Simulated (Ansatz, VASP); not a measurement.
**One calculation of As2Se, two programs**

INCAR

```
PREC     = Accurate       # precision mode
ENCUT    = 600            # plane-wave cutoff, eV
EDIFF    = 1E-7           # SCF threshold, eV
ISMEAR   = 0              # smearing method
SIGMA    = 0.1            # smearing width, eV
LREAL    = F              # projectors in reciprocal space
LASPH    = T              # aspherical terms in the spheres
NELM     = 80             # most SCF steps
ALGO     = Normal         # electronic algorithm
ISIF     = 3              # what is computed and relaxed
LWAVE    = F              # write WAVECAR
LCHARG   = F              # write CHGCAR
GGA      = PE             # functional
IBRION   = 2              # ionic algorithm
NSW      = 100            # ionic steps
EDIFFG   = -0.01          # ionic threshold
```

KPOINTS

```
Automatic mesh
0
Gamma
  8 8 8
```

The input POSCAR:

```
As2Se
1.0
    0.0000000000      3.9413572555      3.9413572555
    3.9413572555      0.0000000000      3.9413572555
    3.9413572555      3.9413572555      0.0000000000
As Se
4 2
Direct
    0.6250000000      0.6250000000      0.6250000000
    0.1250000000      0.6250000000      0.6250000000
    0.6250000000      0.6250000000      0.1250000000
    0.6250000000      0.1250000000      0.6250000000
    0.0000000000      0.0000000000      0.0000000000
    0.2500000000      0.2500000000      0.2500000000
```

Input for Ansatz:

```yaml
crystal:
  lattice:
    - [0.0, 3.9413572555, 3.9413572555]
    - [3.9413572555, 0.0, 3.9413572555]
    - [3.9413572555, 3.9413572555, 0.0]
  atoms:
    - { symbol: As, position: [0.625, 0.625, 0.625] }
    - { symbol: As, position: [0.125, 0.625, 0.625] }
    - { symbol: As, position: [0.625, 0.625, 0.125] }
    - { symbol: As, position: [0.625, 0.125, 0.625] }
    - { symbol: Se, position: [0.0, 0.0, 0.0] }
    - { symbol: Se, position: [0.25, 0.25, 0.25] }
basis:
  ecutwfc: 420
kpoints:
  mp_grid: { grid: [8, 8, 8] }
hamiltonian:
  xc: pbe
scf:
  occupations: { method: gaussian, width: 0.1 }
output:
  forces: true
  stress: true
  eigenvalues: true
  write_density: true
  write_potential: true
  elf: true
  volumetric_format: npy
relax:
  adjacent_minimum: "off"
  f_tol: 0.01
  max_steps: 80
  cell: { stress_tol: 0.05 }
```

Change from the starting cell: species swapped into the HoPt2 type (Fd-3m, No. 227).

Alike in both runs: task relaxation of cell and atoms; functional PBE; k mesh 8 × 8 × 8; occupations gaussian, width 0.1 eV; no spin polarisation.

|  | VASP | Ansatz |
| --- | --- | --- |
| version | VASP 6.6.1 | Ansatz 0.2.0 |
| potentials or method | VASP PAW PBE potentials, release 64 (As, Se), cutoff 600 eV | scalar-relativistic, plane waves, PAW |
| valence electrons in the cell | 32 | 92 |

|  | VASP | Ansatz | Ansatz less VASP |
| --- | --- | --- | --- |
| gap on the k mesh at the Fermi level, each at its own relaxed structure (eV) | none | none | - |
| relaxed volume (Å³/atom) | 20.36 | 20.36 | -0.007 |
| relaxed length of the cell vector where the two differ most in proportion (Å) | 5.570 | 5.569 | -0.0006 |

A gap of «none» marks a metal or a gap that the smearing closes. VASP's potentials hold 32 valence electrons a cell and Ansatz's 92, so a difference there can come from the potentials and not from the codes.
